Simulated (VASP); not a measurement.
Set up this calculation in VASP 6.6.1, as the native input.

| Item | Value |
| --- | --- |
| Task | single point |
| Functional | HSE06 |
| Potentials or basis | VASP PAW PBE potentials, release 64 (Na_pv, I) |
| Cutoff | 520 eV |
| k mesh | 4 × 4 × 4 |
| Occupations | gaussian, width 0.01 eV |
| Spin | no spin polarisation |
| Dipole correction | no |
| Grid for exact exchange (PRECFOCK) | Normal |
| Further INCAR settings | ALGO = Normal; EDIFF = 1e-06; NBANDS = 14 |
| Screening parameter | 0.2079 1/Å |

Crystal: NaI.

```
Na I
1.0
     0.00000    3.42839    3.54319
     3.42839    0.00000    3.54319
     3.42839    3.42839    0.00000
Na I
1 1
Direct
  0.00000 0.00000 0.00000
  0.25000 0.25000 0.25000
```

This cell differs from its parent crystal: biaxial xy strain -3.2%.

These files were run (other wordings do the same):

POSCAR

```
NaI
1.0
    0.0000000000      3.4283922248      3.5431916338
    3.4283922248      0.0000000000      3.5431916338
    3.4283922248      3.4283922248      0.0000000000
Na I
1 1
Direct
    0.0000000000      0.0000000000      0.0000000000
    0.2500000000      0.2500000000      0.2500000000
```

INCAR.step1

```
ALGO = Normal
EDIFF = 1E-5
ENCUT = 520
GGA = PE
ISIF = 2
ISMEAR = 0
LASPH = T
LREAL = F
LWAVE = T
NBANDS = 14
NELM = 60
PREC = Accurate
SIGMA = 0.01
```

INCAR.step2

```
ALGO = Normal
EDIFF = 1E-6
ENCUT = 520
GGA = PE
HFSCREEN = 0.2079
ISIF = 2
ISMEAR = 0
ISTART = 1
LASPH = T
LCHARG = T
LELF = T
LHFCALC = T
LREAL = F
LVHAR = T
LWAVE = F
NBANDS = 14
NELM = 60
PREC = Accurate
PRECFOCK = Normal
SIGMA = 0.01
```

KPOINTS

```
k-points
0
Gamma
  4 4 4
```

Potentials or basis: VASP PAW PBE potentials, release 64 (Na_pv, I).

The run is started by

```bash
$ cat potpaw_PBE.64/Na_pv/POTCAR potpaw_PBE.64/I/POTCAR > POTCAR
$ cp INCAR.step1 INCAR
$ mpirun -np 1 vasp_std > vasp.out
$ cp INCAR.step2 INCAR
$ mpirun -np 1 vasp_std > vasp.out
```

It gave:

| Property | Result |
| --- | --- |
| Pressure | 1.1 GPa |
| Band gap on the k mesh | 4.90 eV, direct |

Caveat: the cell differs from its parent crystal (biaxial xy strain -3.2%); the PAW data sets were made with another functional, which shifts forces and pressure a little; spin-orbit coupling is left out, which moves the levels of the heavy elements.

It took 5.6 min on 1 thread of Intel(R) Xeon(R) 6975P-C (Granite Rapids), on a shared host, peak memory 0.34 GiB.
